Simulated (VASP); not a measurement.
Write the native input for VASP 6.6.1 that does the following.

| Item | Value |
| --- | --- |
| Task | single point |
| Functional | LDA |
| Potentials or basis | VASP PAW LDA potentials, release 64 (Ba_sv, O, Zr_sv) |
| Cutoff | 600 eV |
| k mesh | 6 × 6 × 6 |
| Occupations | gaussian, width 0.02 eV |
| Spin | no spin polarisation |
| Dipole correction | no |
| Further INCAR settings | ALGO = Normal; EDIFF = 1e-06; NBANDS = 28 |

The structure of BaZrO3 (l.eB) lies in POSCAR:

```
BaZrO3
1.0
    3.9351221488      0.0000000000      0.0000000000
    0.0000000000      3.9351221488      0.0000000000
    0.0000000000      0.0000000000      4.3256674718
Ba O Zr
1 3 1
Direct
    0.0000000000      0.0000000000      0.0000000000
    0.5000000000      0.5000000000      0.0000000000
    0.0000000000      0.5000000000      0.5000000000
    0.5000000000      0.0000000000      0.5000000000
    0.5000000000      0.5000000000      0.5000000000
```

These files were run (other wordings do the same):

INCAR

```
SYSTEM = BaZrO3
PREC = Accurate
ENCUT = 600
EDIFF = 1E-6
ISMEAR = 0
SIGMA = 0.02
LREAL = .FALSE.
LASPH = .TRUE.
NELM = 120
ALGO = Normal
ISIF = 2
LWAVE = .FALSE.
LCHARG = .FALSE.
NBANDS = 28
GGA_COMPAT = .FALSE.
```

KPOINTS

```
Automatic mesh
0
G
  6 6 6
  0 0 0
```

Potentials or basis: VASP PAW LDA potentials, release 64 (Ba_sv, O, Zr_sv).

Launch:

```console
$ cat potpaw_LDA.64/Ba_sv/POTCAR potpaw_LDA.64/O/POTCAR potpaw_LDA.64/Zr_sv/POTCAR > POTCAR
$ mpirun -np 1 vasp_std > vasp.out
```

Results of the run:

- Pressure: 17.4 GPa
- Band gap on the k mesh: 2.99 eV, indirect (least direct gap 3.04 eV)

Caveat: spin-orbit coupling is left out, which moves the levels of the heavy elements.

Wall time 2.2 min on 1 thread of AMD EPYC 7R13 (shared host), peak memory 0.19 GiB.
